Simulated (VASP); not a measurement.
Input of a VASP 6.6.1 run:

File INCAR:

```
  ALGO = Normal
  EDIFF = 1E-7
  ENCUT = 520
  GGA = PE
  ISIF = 2
  ISMEAR = -1
  LASPH = True
  LCHARG = False
  LREAL = False
  LWAVE = False
  NBANDS = 19
  NELM = 60
  PREC = Accurate
  SIGMA = 0.05
```

The input KPOINTS:

```
k-points
0
Gamma
  10 10 10
```

Contents of POSCAR:

```
TiO2
1.0
    1.4973312015      0.8644845722      6.9815443949
   -1.4973312015      0.8644845722      6.9815443949
    0.0000000000     -1.7289691445      6.9815443949
Ti O
1 2
Direct
   -0.0119690000     -0.0003860000      0.0150290000
    0.4087670000      0.3583310000      0.3668140000
    0.6200100000      0.6254830000      0.6112010000
```

Potentials or basis: VASP PAW PBE potentials, release 64 (Ti_sv, O).

Launch:

```sh
$ cat potpaw_PBE.64/Ti_sv/POTCAR potpaw_PBE.64/O/POTCAR > POTCAR
$ mpirun -np 1 vasp_std > vasp.out
```

Q: Estimate the largest force.

A: 1.457 eV/Å.

Q: What does it give for the band gap on the k mesh?

A: 2.68 eV (least direct gap 2.86 eV).

Q: Estimate the pressure.

A: 0.6 GPa.

Stress tensor (GPa, compression positive):
```
 1.50  1.03 -3.97
 1.03  0.23 -0.89
-3.97 -0.89  0.11
```

Caveat: the cell differs from its parent crystal (atoms moved at random); forces of over 1 eV/Å act on the atoms, so gaps and moduli don't describe the material at rest. A k mesh can miss the band edges.
